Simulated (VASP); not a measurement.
# Re2Br (Fm-3m) in VASP: further runs

Runs on Re2Br. Level: PBE. Tasks: single point, relaxation of cell and atoms.

Program: VASP 6.6.1. These are calculated values, not measurements. Logs are shortened: lines on timing, memory, paths and dates and some standing lists are left out, and cuts for length are marked.

**1. The cell of the first run**

It takes space group Fm-3m (No. 225, cubic). Conventional cell: a = 5.902 Å, b = 5.902 Å, c = 5.902 Å, α = 90.00°, β = 90.00°, γ = 90.00°. Within 3.4 Å of Re (site symmetry -43m) lie 4 Br at 2.56 Å and 6 Re at 2.95 Å. Br (site symmetry m-3m) has 8 Re at 2.56 Å within 3.4 Å.

**2. Single point, PBE**

The input, INCAR:

```
  PREC = Accurate
  ENCUT = 520
  EDIFF = 1E-6
  ISMEAR = 0
  SIGMA = 0.1
  LREAL = F
  LASPH = T
  NELM = 60
  ALGO = Normal
  ISIF = 2
  LWAVE = F
  LCHARG = F
  GGA = PE
  NBANDS = 18
```

The input, KPOINTS:

```
regular mesh
0
Gamma
  6 6 6
```

The input, POSCAR:

```
Re2Br
1.0
    0.0000000000      2.9509888718      2.9509888718
    2.9509888718      0.0000000000      2.9509888718
    2.9509888718      2.9509888718      0.0000000000
Re Br
2 1
Direct
    0.2500000000      0.2500000000      0.2500000000
    0.7500000000      0.7500000000      0.7500000000
    0.0000000000      0.0000000000      0.0000000000
```

Potentials or basis: VASP PAW PBE potentials, release 64 (Re, Br).

Launch:

```console
> cat potpaw_PBE.64/Re/POTCAR potpaw_PBE.64/Br/POTCAR > POTCAR
> mpirun -np 1 vasp_std > vasp.out
```

OUTCAR:

```text
PREC = Accurate
   ENCUT = 520
   EDIFF = 1E-6
   ISMEAR = 0
   LREAL = F
   LASPH = T
   NELM = 60
   ISIF = 2
   GGA = PE

 ion  position               nearest neighbor table
   1  0.250  0.250  0.250-   3 2.56   3 2.56   3 2.56   3 2.56   2 2.95   2 2.95   2 2.95   2 2.95
                             2 2.95   2 2.95
   2  0.750  0.750  0.750-   3 2.56   3 2.56   3 2.56   3 2.56   1 2.95   1 2.95   1 2.95   1 2.95
                             1 2.95   1 2.95
   3  0.000  0.000  0.000-   2 2.56   2 2.56   2 2.56   1 2.56   2 2.56   1 2.56   1 2.56   1 2.56

  LATTYP: Found a face centered cubic cell.
 ALAT       =     5.9019777436

  Lattice vectors:

 A1 = (   0.0000000000,   2.9509888718,   2.9509888718)
 A2 = (   2.9509888718,   0.0000000000,   2.9509888718)
 A3 = (   2.9509888718,   2.9509888718,   0.0000000000)

Analysis of symmetry for initial positions (statically):
=====================================================================
 Subroutine PRICEL returns:
 Original cell was already a primitive cell.

 Routine SETGRP: Setting up the symmetry group for a
 face centered cubic supercell.

 Subroutine GETGRP returns: Found 48 space group operations
 (whereof 48 operations were pure point group operations)
 out of a pool of 48 trial point group operations.

The static configuration has the point symmetry O_h .

Analysis of symmetry for dynamics (positions and initial velocities):
=====================================================================
 Subroutine PRICEL returns:
 Original cell was already a primitive cell.

 Routine SETGRP: Setting up the symmetry group for a
 face centered cubic supercell.

 Subroutine GETGRP returns: Found 48 space group operations
 (whereof 48 operations were pure point group operations)
 out of a pool of 48 trial point group operations.

The dynamic configuration has the point symmetry O_h .

 Subroutine INISYM returns: Found 48 space group operations
 (whereof 48 operations are pure point group operations),
 and found     1 'primitive' translations

----------------------------------------------------------------------------------------

                                     Primitive cell

  volume of cell :      51.3964

  direct lattice vectors                    reciprocal lattice vectors
     0.000000000  2.950988872  2.950988872    -0.169434729  0.169434729  0.169434729
     2.950988872  0.000000000  2.950988872     0.169434729 -0.169434729  0.169434729
     2.950988872  2.950988872  0.000000000     0.169434729  0.169434729 -0.169434729

  length of vectors
     4.173328485  4.173328485  4.173328485     0.293469559  0.293469559  0.293469559

  position of ions in fractional coordinates (direct lattice)
     0.250000000  0.250000000  0.250000000
     0.750000000  0.750000000  0.750000000
     0.000000000  0.000000000  0.000000000

  ion indices of the primitive-cell ions
   primitive index   ion index
                 1           1
                 2           2
                 3           3

----------------------------------------------------------------------------------------

 KPOINTS: regular mesh

Automatic generation of k-mesh.
 Grid dimensions read from file:
 generate k-points for:    6    6    6

 Generating k-lattice:

  Cartesian coordinates                     Fractional coordinates (reciprocal lattice)
    -0.028239122  0.028239122  0.028239122     0.166666667  0.000000000  0.000000000
     0.028239122 -0.028239122  0.028239122     0.000000000  0.166666667  0.000000000
     0.028239122  0.028239122 -0.028239122     0.000000000  0.000000000  0.166666667

  Length of vectors
     0.048911593  0.048911593  0.048911593

  Shift w.r.t. Gamma in fractional coordinates (k-lattice)
     0.000000000  0.000000000  0.000000000

 Subroutine IBZKPT returns following result:
 ===========================================

 Found     16 irreducible k-points:

 Following reciprocal coordinates:
            Coordinates               Weight
  0.000000  0.000000  0.000000      1.000000
  0.166667  0.000000  0.000000      8.000000
  0.333333  0.000000  0.000000      8.000000
  0.500000  0.000000  0.000000      4.000000
  0.166667  0.166667  0.000000      6.000000
  0.333333  0.166667  0.000000     24.000000
[... 8 lines left out ...]
 -0.333333  0.333333  0.166667     24.000000
 -0.333333  0.500000  0.166667     12.000000
   k-points           NKPTS =     16   k-points in BZ     NKDIM =     16   number of bands    NBANDS=     18
   number of dos      NEDOS =    301   number of ions     NIONS =      3
   total plane-waves  NPLWV =  32768
   dimension x,y,z NGX =    32 NGY =   32 NGZ =   32
   dimension x,y,z NGXF=    64 NGYF=   64 NGZF=   64
   ions per type =               2   1
   NGX,Y,Z   is equivalent  to a cutoff of  12.75, 12.75, 12.75 a.u.
   NGXF,Y,Z  is equivalent  to a cutoff of  25.49, 25.49, 25.49 a.u.
 SYSTEM =  unknown system
[... 28 lines left out ...]
     AMIX     =   0.40;   BMIX     =  1.00
     AMIX_MAG =   1.60;   BMIX_MAG =  1.00
  volume/ion in A,a.u.               =      17.13       115.61
  Fermi-wavevector in a.u.,A,eV,Ry     =   1.214797  2.295633 20.078548  1.475732
  Thomas-Fermi vector in A             =   2.350205
   LORBIT       =      0    0 simple, 1 ext, 2 COOP (PROOUT), +10 PAW based schemes
   GGA     = PE    functional components
   LHFCALC =     F    Hartree Fock is set to
   AEXX    =    0.0000 exact exchange contribution
   IVDW    =     0    specifies the selected vdW correction
   LEPSILON=     F    determine dielectric tensor
   LRPA    =     F    only Hartree local field effects (RPA)
 non-spin polarized calculation
 Gauss-broadening in eV      SIGMA  =   0.10
  energy-cutoff  :      520.00
  volume of cell :       51.40
 maximum number of plane-waves:      1411
   NGX = 15   NGY = 15   NGZ = 15

 number of electron      20.9999999 magnetization

 Free energy of the ion-electron system (eV)
  ---------------------------------------------------
  ext. energy  EPLUGINS =         0.00000000
  ---------------------------------------------------
  free energy    TOTEN  =       -20.04005547 eV

  energy without entropy =      -20.02207705  energy(sigma->0) =      -20.03106626

 E-fermi :   7.3968     XC(G=0): -12.2500

 val. band max:        7.3812154412   @ k =   0.5000   0.3333   0.0000
 cond. band min:       7.4143123803   @ k =   0.5000   0.3333   0.0000
 fundamental gap:      0.0330969391
 Fermi energy:         7.3968236993

 k-point     1 :       0.0000    0.0000    0.0000
  band No.  band energies     occupation
      1     -12.0907      2.00000
      2      -1.1540      2.00000
      3      -1.1540      2.00000
      4      -1.1540      2.00000
      5       3.1478      2.00000
      6       3.1478      2.00000
[... 10 lines left out ...]
     17      11.9680      0.00000
     18      11.9680      0.00000

 k-point     2 :       0.1667    0.0000    0.0000
  band No.  band energies     occupation
      1     -11.9836      2.00000
      2      -1.3842      2.00000
      3      -1.0262      2.00000
      4      -1.0262      2.00000
      5       3.4194      2.00000
      6       3.4194      2.00000
[... 10 lines left out ...]
     17      13.4861      0.00000
     18      13.4861      0.00000

 k-point     3 :       0.3333    0.0000    0.0000
  band No.  band energies     occupation
      1     -11.7658      2.00000
      2      -1.6077      2.00000
      3      -0.7460      2.00000
      4      -0.7460      2.00000
      5       4.2073      2.00000
      6       4.2073      2.00000
[... 10 lines left out ...]
     17      14.9078      0.00000
     18      14.9078      0.00000

 k-point     4 :       0.5000    0.0000    0.0000
  band No.  band energies     occupation
      1     -11.6550      2.00000
      2      -1.6294      2.00000
      3      -0.5903      2.00000
      4      -0.5903      2.00000
      5       5.0618      2.00000
      6       5.0618      2.00000
[... 207 lines left out ...]
      4      -0.4006      2.00000
      5       3.9644      2.00000
      6       4.2895      2.00000
[... 10 lines left out ...]
     17      13.5597      0.00000
     18      15.9064      0.00000

 k-point    15 :      -0.3333    0.3333    0.1667
  band No.  band energies     occupation
      1     -11.5605      2.00000
      2      -1.3992      2.00000
      3      -1.1750      2.00000
      4      -0.2541      2.00000
      5       3.9203      2.00000
      6       4.4440      2.00000
[... 10 lines left out ...]
     17      14.2004      0.00000
     18      14.9522      0.00000

 k-point    16 :      -0.3333    0.5000    0.1667
  band No.  band energies     occupation
      1     -11.5290      2.00000
      2      -1.8670      2.00000
      3      -0.7632      2.00000
      4      -0.0788      2.00000
      5       3.7372      2.00000
      6       3.9256      2.00000
[... 10 lines left out ...]
     17      13.4819      0.00000
     18      14.7343      0.00000

------------------------ aborting loop because EDIFF is reached ----------------------------------------

  FORCE on cell =-STRESS in cart. coord.  units (eV):
  Direction    XX          YY          ZZ          XY          YZ          ZX
  --------------------------------------------------------------------------------------
  -------------------------------------------------------------------------------------
  Total        0.1602786      0.1602786      0.1602786     -0.0000000     -0.0000000      0.0000000
  in kB        4.9963560      4.9963560      4.9963560     -0.0000000     -0.0000000      0.0000000
  external PRESSURE =       4.9963560 kB  Pullay stress =       0.0000000 kB

 VOLUME and BASIS-vectors are now :
 -----------------------------------------------------------------------------
  energy-cutoff  :      520.00
  volume of cell :       51.40
      direct lattice vectors                 reciprocal lattice vectors
     0.000000000  2.950988872  2.950988872    -0.169434729  0.169434729  0.169434729
     2.950988872  0.000000000  2.950988872     0.169434729 -0.169434729  0.169434729
     2.950988872  2.950988872  0.000000000     0.169434729  0.169434729 -0.169434729

 POSITION                                       TOTAL-FORCE (eV/Angst)
 -----------------------------------------------------------------------------------
      1.47549      1.47549      1.47549         0.000000     -0.000000      0.000000
      4.42648      4.42648      4.42648        -0.000000     -0.000000     -0.000000
      0.00000      0.00000      0.00000         0.000000      0.000000      0.000000
 -----------------------------------------------------------------------------------
    total drift:                               -0.000000     -0.000000      0.000000

  FREE ENERGIE OF THE ION-ELECTRON SYSTEM (eV)
  ---------------------------------------------------
  free  energy   TOTEN  =       -20.0400554653 eV

  energy  without entropy=      -20.0220770493  energy(sigma->0) =      -20.03106626
```

It took 14 s on 1 thread of Intel Xeon Platinum 8259CL at 2.50GHz (Skylake/Cascade Lake), shared host; peak memory 0.17 GiB.

Results:

```yaml
Free_energy: -20.0401 eV
Pressure: 0.5 GPa
Band_gap_on_the_k_mesh: zero (an odd number of electrons rules out a gap without spin polarisation)
```

Caveat: spin-orbit coupling is left out, which moves the levels of the heavy elements.

**3. Relaxation of cell and atoms, PBE**

This run uses another cell than the first one, of 19.05 Å³/atom.

The input, INCAR:

```
SYSTEM = Re2Br
  PREC = Accurate
  ENCUT = 600
  EDIFF = 1E-6
  ISMEAR = 0
  SIGMA = 0.1
  LREAL = .FALSE.
  LASPH = .TRUE.
  NELM = 80
  ALGO = Normal
  ISIF = 3
  LWAVE = .FALSE.
  LCHARG = .FALSE.
  GGA = PE
  IBRION = 2
  NSW = 90
  EDIFFG = -0.04
```

The input, KPOINTS:

```
regular mesh
0
G
  6 6 6
  0 0 0
```

The input, POSCAR:

```
Re2Br
1.0
    0.0000000000      3.0570127266      3.0570127266
    3.0570127266      0.0000000000      3.0570127266
    3.0570127266      3.0570127266      0.0000000000
Re Br
2 1
Direct
    0.2500000000      0.2500000000      0.2500000000
    0.7500000000      0.7500000000      0.7500000000
    0.0000000000      0.0000000000      0.0000000000
```

Potentials or basis: VASP PAW PBE potentials, release 64 (Re, Br).

Launch:

```console
> cat potpaw_PBE.64/Re/POTCAR potpaw_PBE.64/Br/POTCAR > POTCAR
> mpirun -np 1 vasp_std > vasp.out
```

It took 54 s on 1 thread of Intel Xeon Platinum 8259CL at 2.50GHz (Skylake/Cascade Lake), shared host; peak memory 0.21 GiB.

It converged, with:

```yaml
Free_energy: -20.0427 eV
Relaxed_volume: 17.20 Å³/atom
Relaxed_cell: a = 4.179 Å, b = 4.179 Å, c = 4.179 Å, α = 60.00°, β = 60.00°, γ = 60.00°
Space_group_after_relaxing_to_0.1_Å: Fm-3m (No. 225)
Energy_gained_by_relaxing: 100.3 meV/atom
Ionic_steps: 4
Pressure_after_relaxing: -0.2 GPa
Band_gap_on_the_k_mesh: zero (an odd number of electrons rules out a gap without spin polarisation)
```

Step by step:
| step | energy change (eV) | largest force (eV/Å) | pressure (GPa) | volume (Å³) |
| --- | --- | --- | --- | --- |
| 1 | 0.0000 | 0.0000 | -15.44 | 57.14 |
| 2 | 0.7829 | 0.0000 | 50.09 | 43.26 |
| 3 | -0.3004 | 0.0000 | -0.74 | 51.74 |
| 4 | -0.3008 | 0.0000 | -0.20 | 51.59 |

Final structure:
```
Re Br
1.0
     0.00000    2.95467    2.95467
     2.95467    0.00000    2.95467
     2.95467    2.95467    0.00000
Re Br
2 1
Direct
  0.25000 0.25000 0.25000
  0.75000 0.75000 0.75000
  0.00000 0.00000 0.00000
```

Levels at points of the mesh, in eV from the Fermi level:
```csv
k point,band 8,band 9,band 10,band 11,band 12,band 13
"(0.00, 0.00, 0.00)",0.90,0.90,0.90,1.97,1.97,1.97
"(0.50, 0.00, 0.00)",-1.74,-1.32,-1.32,-1.13,-1.13,1.18
"(0.50, 0.50, 0.00)",-0.94,-0.94,-0.08,-0.08,1.41,1.44
```

Caveat: spin-orbit coupling is left out, which moves the levels of the heavy elements.

**4. Single point, PBE, collinear spin**

This run uses another cell than the first one, of 19.05 Å³/atom.

The input, INCAR:

```
SYSTEM = Re2Br
PREC = Accurate
ENCUT = 520
EDIFF = 1E-6
ISMEAR = 0
SIGMA = 0.1
LREAL = .False.
LASPH = .True.
NELM = 150
ALGO = Normal
ISIF = 2
LWAVE = .False.
LCHARG = .False.
ISPIN = 2
MAGMOM = 1 1 0
LORBIT = 11
LMAXMIX = 4
GGA = PE
NBANDS = 22
```

The input, KPOINTS:

```
regular mesh
0
Gamma
  6 6 6
  0 0 0
```

POSCAR is that of step 3.

Launch:

```console
> cat potpaw_PBE.64/Re/POTCAR potpaw_PBE.64/Br/POTCAR > POTCAR
> mpirun -np 1 vasp_std > vasp.out
```

Run time: 36 s. Hardware: 1 thread of Intel Xeon Platinum 8259CL at 2.50GHz (Skylake/Cascade Lake), shared host; peak memory 0.21 GiB.

Results (log left out):

* Free energy: -19.7403 eV
* Pressure: -15.5 GPa
* Net moment: 0.00 μB per cell
* Valence electrons inside the program's atomic spheres: Re 5.62; Br 4.84

Levels at points of the mesh, in eV from the Fermi level:
Spin up:
```
           k point  band 7  band 8  band 9  band 10  band 11  band 12  band 13  band 14
(0.00, 0.00, 0.00)   -3.52    0.77    0.77     0.77     1.59     1.59     1.59     2.69
(0.50, 0.00, 0.00)   -1.65   -1.64   -1.11    -1.11    -0.98    -0.98     0.70     2.56
(0.50, 0.50, 0.00)   -2.89   -0.78   -0.78    -0.04    -0.04     1.08     1.21     2.56
```
Spin down:
```csv
k point,band 8,band 9,band 10,band 11,band 12,band 13
"(0.00, 0.00, 0.00)",0.77,0.77,0.77,1.59,1.59,1.59
"(0.50, 0.00, 0.00)",-1.64,-1.11,-1.11,-0.98,-0.98,0.70
"(0.50, 0.50, 0.00)",-0.78,-0.78,-0.04,-0.04,1.08,1.21
```

Caveat: the cell stands under tension; spin-orbit coupling is left out, which moves the levels of the heavy elements.

**5. Single point, PBE**

This run uses another cell than the first one, of 17.04 Å³/atom.

The input, INCAR:

```
ALGO = Normal ; EDIFF = 1E-6
ENCUT = 520 ; GGA = PE
ISIF = 2 ; ISMEAR = 0
LASPH = T ; LCHARG = T
LELF = T ; LREAL = F
LVHAR = T ; LWAVE = F
NBANDS = 18 ; NELM = 100
PREC = Accurate ; SIGMA = 0.1
```

The input, KPOINTS:

```
k-points
0
Gamma
  14 14 14
```

The input, POSCAR:

```
Re2Br
1.0
    0.0000000000      2.9459594363      2.9459594363
    2.9459594363      0.0000000000      2.9459594363
    2.9459594363      2.9459594363      0.0000000000
Re Br
2 1
Direct
    0.2500000000      0.2500000000      0.2500000000
    0.7500000000      0.7500000000      0.7500000000
    0.0000000000      0.0000000000      0.0000000000
```

Launch:

```console
> cat potpaw_PBE.64/Re/POTCAR potpaw_PBE.64/Br/POTCAR > POTCAR
> mpirun -np 1 vasp_std > vasp.out
```

It took 66 s on 1 thread of Intel Xeon Platinum 8259CL at 2.50GHz (Skylake/Cascade Lake), shared host; peak memory 0.24 GiB.

It converged, with:

```
Free energy            : -20.0447 eV
Pressure               : 0.7 GPa
Band gap on the k mesh : zero (an odd number of electrons rules out a gap without spin polarisation)
```

Levels at points of the mesh, in eV from the Fermi level:
| k point | band 7 | band 8 | band 9 | band 10 | band 11 | band 12 | band 13 | band 14 | band 15 | band 16 |
| --- | --- | --- | --- | --- | --- | --- | --- | --- | --- | --- |
| (0.00, 0.00, 0.00) | -3.50 | 0.86 | 0.86 | 0.86 | 1.94 | 1.94 | 1.94 | 3.18 | 3.18 | 4.52 |
| (0.50, 0.00, 0.00) | -2.04 | -1.82 | -1.40 | -1.40 | -1.21 | -1.21 | 1.16 | 3.12 | 3.12 | 4.81 |
| (0.50, 0.50, 0.00) | -3.45 | -1.01 | -1.01 | -0.15 | -0.15 | 1.38 | 1.40 | 3.03 | 3.72 | 5.58 |

Caveat: spin-orbit coupling is left out, which moves the levels of the heavy elements.

**6. Relaxation of cell and atoms, PBE**

The input, INCAR:

```
ALGO = Normal ; EDIFF = 1E-6
EDIFFG = -0.01 ; ENCUT = 600
GGA = PE ; IBRION = 2
ISIF = 3 ; ISMEAR = 0
LASPH = T ; LCHARG = F
LREAL = F ; LWAVE = F
NELM = 80 ; NSW = 100
PREC = Accurate ; SIGMA = 0.1
```

KPOINTS is that of step 5.

The input, POSCAR:

```
Re2Br
1.0
    0.0000000000      2.9509888718      2.9509888718
    2.9509888718      0.0000000000      2.9509888718
    2.9509888718      2.9509888718      0.0000000000
Re Br
2 1
Direct
    0.2500000000      0.2500000000      0.2500000000
    0.7500000000      0.7500000000      0.7500000000
    0.0000000000      0.0000000000      0.0000000000
```

Potentials or basis: VASP PAW PBE potentials, release 64 (Re, Br).

Launch:

```console
> cat potpaw_PBE.64/Re/POTCAR potpaw_PBE.64/Br/POTCAR > POTCAR
> mpirun -np 1 vasp_std > vasp.out
```

It took 3.1 min on 1 thread of Intel Xeon Platinum 8259CL at 2.50GHz (Skylake/Cascade Lake), shared host; peak memory 0.27 GiB.

The run converged. Its results:

```
Free energy                           : -20.0469 eV
Relaxed volume                        : 17.11 Å³/atom
Relaxed cell                          : a = 4.171 Å, b = 4.171 Å, c = 4.171 Å, α = 60.00°, β = 60.00°, γ = 60.00°
Space group after relaxing (to 0.1 Å) : Fm-3m (No. 225)
Energy gained by relaxing             : 0.0 meV/atom
Ionic steps                           : 3
Pressure after relaxing               : 0.0 GPa
Band gap on the k mesh                : zero (an odd number of electrons rules out a gap without spin polarisation)
```

Final structure:
```
Re Br
1.0
     0.00000    2.94946    2.94946
     2.94946    0.00000    2.94946
     2.94946    2.94946    0.00000
Re Br
2 1
Cartesian
  1.4747 1.4747 1.4747
  4.4242 4.4242 4.4242
  0.0000 0.0000 0.0000
```

Levels at points of the mesh, in eV from the Fermi level:
| k point | band 9 | band 10 | band 11 | band 12 | band 13 | band 14 |
| --- | --- | --- | --- | --- | --- | --- |
| (0.00, 0.00, 0.00) | 0.85 | 0.85 | 1.92 | 1.92 | 1.92 | 3.16 |
| (0.50, 0.00, 0.00) | -1.39 | -1.39 | -1.20 | -1.20 | 1.14 | 3.10 |
| (0.50, 0.50, 0.00) | -1.01 | -0.14 | -0.14 | 1.37 | 1.39 | 3.01 |

Caveat: spin-orbit coupling is left out, which moves the levels of the heavy elements.

**7. Overview**

```csv
task,spin,cell,k mesh,cutoff (eV),gap on the mesh (eV),pressure (GPa),relaxed volume (Å³/atom)
single point,off,"a = 4.173 Å, angles 60.0°, 3 atoms",6 × 6 × 6,520,none,0.5,-
relaxation of cell and atoms,off,"relaxed from a = 4.323 Å, angles 60.0°, 3 atoms",6 × 6 × 6,600,none,-0.2,17.20
single point,collinear,"a = 4.323 Å, angles 60.0°, 3 atoms",6 × 6 × 6,520,none,-15.5,-
single point,off,"a = 4.166 Å, angles 60.0°, 3 atoms",14 × 14 × 14,520,none,0.7,-
relaxation of cell and atoms,off,"relaxed from a = 4.173 Å, angles 60.0°, 3 atoms",14 × 14 × 14,600,none,0.0,17.11
```

Alike in all rows: level PBE; potentials or basis VASP PAW PBE potentials, release 64 (Re, Br); smearing gaussian 0.1 eV.

Caveats: spin-orbit coupling is left out, which moves the levels of the heavy elements; the cell stands under tension (at least some runs).

Absolute energies hang on the potentials; compare differences alone.

The gap in the log of VASP goes by the Fermi energy; the results here count the filled bands.